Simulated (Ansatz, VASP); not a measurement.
## One calculation of SiC, two programs

INCAR

```
SYSTEM = SiC
ALGO     = Normal         ! electronic algorithm
EDIFF    = 1E-6           ! SCF threshold, eV
ENCUT    = 520            ! plane-wave cutoff, eV
GGA      = PE             ! functional
ISIF     = 2              ! what is computed and relaxed
ISMEAR   = 0              ! smearing method
LASPH    = .TRUE.         ! aspherical terms in the spheres
LCHARG   = .FALSE.        ! write CHGCAR
LREAL    = .FALSE.        ! projectors in reciprocal space
LWAVE    = .FALSE.        ! write WAVECAR
NBANDS   = 16             ! bands
NELM     = 100            ! most SCF steps
PREC     = Accurate       ! precision mode
SIGMA    = 0.05           ! smearing width, eV
```

KPOINTS

```
k-points
0
G
  12 12 6
  0 0 0
```

Contents of POSCAR:

```
SiC
1.0
    3.0919867344      0.0000000000      0.0115949503
   -1.5459933672      2.6777390602     -0.0057974751
    0.0190266173      0.0000000000      5.0737646004
Si C
2 2
Direct
    0.3333333333      0.6666666667      0.0045636718
    0.6666666667      0.3333333333      0.5045636718
    0.3333333333      0.6666666667      0.3804363282
    0.6666666667      0.3333333333      0.8804363282
```

Input for Ansatz:

```yaml
crystal:
  lattice:
    - [3.0919867344, 0.0, 0.0115949503]
    - [-1.5459933672, 2.6777390602, -0.0057974751]
    - [0.0190266173, 0.0, 5.0737646004]
  atoms:
    - { symbol: Si, position: [0.3333333333, 0.6666666667, 0.0045636718] }
    - { symbol: Si, position: [0.6666666667, 0.3333333333, 0.5045636718] }
    - { symbol: C, position: [0.3333333333, 0.6666666667, 0.3804363282] }
    - { symbol: C, position: [0.6666666667, 0.3333333333, 0.8804363282] }
basis:
  ecutwfc: 420
kpoints:
  mp_grid: { grid: [12, 12, 6] }
hamiltonian:
  xc: pbe
scf:
  occupations: { method: gaussian, width: 0.05 }
output:
  forces: true
  stress: true
  eigenvalues: true
  write_density: true
  write_potential: true
  elf: true
  volumetric_format: npy
```

Change from the starting cell: strain +0.0075 x Voigt [0, 0, 0, 0, 1, 0], atoms carried along.

Alike in both runs: task single point; functional PBE; k mesh 12 × 12 × 6; occupations gaussian, width 0.05 eV; no spin polarisation.

```csv
,VASP,Ansatz
version,VASP 6.6.1,Ansatz 0.2.0
potentials or method,"VASP PAW PBE potentials, release 64 (Si, C), cutoff 520 eV","scalar-relativistic, plane waves, PAW"
valence electrons in the cell,16,16
```

```csv
,VASP,Ansatz,Ansatz less VASP
gap on the k mesh at the Fermi level (eV),2.30,2.30,+0.003
least direct gap on the mesh (eV),3.94,3.94,+0.003
pressure (GPa),0.0,0.0,+0.05
"traceless stress, the component that is largest in VASP (GPa)",-1.23,-1.22,+0.003
rms of the force components (eV/Å),0.023,0.024,+0.0001
```

Atom by atom the forces differ by 0.000 eV/Å (rms over components).
